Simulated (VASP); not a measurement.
# H4RuCl: single point with PBE

Crystal: H4RuCl.

```
H Ru Cl
1.0
     3.95558    0.00000    0.00000
     0.00000    3.95558    0.00000
     0.00000    0.00000    3.95558
H Ru Cl
4 1 1
Direct
  0.14800 0.14800 0.14800
  0.14800 0.85200 0.85200
  0.85200 0.85200 0.14800
  0.85200 0.14800 0.85200
  0.00000 0.00000 0.00000
  0.50000 0.50000 0.50000
```

```json
{
 "Program": "VASP 6.6.1",
 "Task": "single point",
 "Functional": "PBE",
 "Potentials or basis": "VASP PAW PBE potentials, release 64 (H, Ru_pv, Cl)",
 "Cutoff": "520 eV",
 "k mesh": "4 × 4 × 4",
 "Occupations": "gaussian, width 0.1 eV",
 "Spin": "collinear spin, ferromagnetic start",
 "Starting moments": "[0.0, 0.0, 0.0, 0.0, 1.0, 0.0] μB",
 "Dipole correction": "no",
 "Further INCAR settings": "ALGO = Normal; EDIFF = 1e-06; NBANDS = 26"
}
```

```json
{
  "Pressure": "143.7 GPa",
  "Largest force": "41.445 eV/Å",
  "Net moment": "-0.81 μB per cell",
  "Site moments": "H -0.03; Ru -0.54; Cl -0.16 μB",
  "Valence electrons inside the program's atomic spheres": "H 1.16; Ru 15.12; Cl 5.03"
}
```

Forces on the atoms (eV/Å):
```
H    23.928  23.928  23.928
H    23.928 -23.928 -23.928
H   -23.928 -23.928  23.928
H   -23.928  23.928 -23.928
Ru    0.000   0.000   0.000
Cl    0.000   0.000   0.000
```

Levels at points of the mesh, in eV from the Fermi level:
Spin up:
| k point | band 10 | band 11 | band 12 | band 13 | band 14 | band 15 |
| --- | --- | --- | --- | --- | --- | --- |
| (0.00, 0.00, 0.00) | -0.98 | -0.98 | -0.89 | -0.89 | 8.47 | 8.47 |
| (0.50, 0.00, 0.00) | -0.51 | -0.51 | -0.01 | 0.61 | 3.42 | 7.36 |
| (0.50, 0.50, 0.00) | -2.02 | -0.68 | -0.07 | 0.14 | 5.98 | 5.98 |
| (0.50, 0.50, 0.50) | -1.01 | -1.01 | 0.15 | 0.15 | 4.08 | 4.08 |
Spin down:
```csv
k point,band 11,band 12,band 13,band 14,band 15,band 16
"(0.00, 0.00, 0.00)",-1.16,-1.16,-1.16,8.32,8.32,8.32
"(0.50, 0.00, 0.00)",-0.70,-0.54,0.40,3.32,7.24,7.24
"(0.50, 0.50, 0.00)",-0.97,-0.47,-0.42,5.82,5.82,9.07
"(0.50, 0.50, 0.50)",-1.20,-0.40,-0.40,3.97,3.97,3.97
```

Wall time 43 s on 1 thread of Intel(R) Xeon(R) 6975P-C (Granite Rapids), on a shared host, peak memory 0.19 GiB.

Caveat: the k points lie up to 0.40 Å⁻¹ apart; forces of over 1 eV/Å act on the atoms, so gaps and moduli don't describe the material at rest.
